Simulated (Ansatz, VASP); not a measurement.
# Two plane-wave programs on InTe3Mo

```
In Te Mo
1.0
     5.63597    0.00000    0.00000
     0.00000    5.63597    0.00000
     0.00000    0.00000    5.63597
In Te Mo
1 3 1
Direct
  0.50000 0.50000 0.50000
  0.00000 0.50000 0.50000
  0.50000 0.00000 0.50000
  0.50000 0.50000 0.00000
  0.00000 0.00000 0.00000
```

Alike in both runs: task single point; functional PBE; k mesh 8 × 8 × 8; occupations gaussian, width 0.1 eV; collinear spin; Hubbard terms Mo d U = 1.0 eV.

|  | VASP | Ansatz |
| --- | --- | --- |
| version | VASP 6.6.1 | Ansatz 0.2.0 |
| potentials or method | VASP PAW PBE potentials, release 64 (In_d, Te, Mo_sv), cutoff 500 eV | scalar-relativistic, plane waves, PAW |
| valence electrons in the cell | 45 | 75 |

```csv
,VASP,Ansatz,Ansatz less VASP
gap on the k mesh at the Fermi level (eV),none,none,-
pressure (GPa),0.3,0.4,+0.18
net moment per atom (μB),0.71,0.71,+0.005
size of the moment on the site where the two differ most (μB),3.87,4.44,+0.575
```

Site moments also hang on the region over which each program counts them. The programs project onto different local orbitals, so the same U acts differently, and such runs can settle in different states. A gap of «none» marks a metal or a gap that the smearing closes. VASP's potentials hold 45 valence electrons a cell and Ansatz's 75, so a difference there can come from the potentials and not from the codes. Ansatz's warnings: filled band counts differ across k points.

Neither program's run includes spin-orbit coupling.
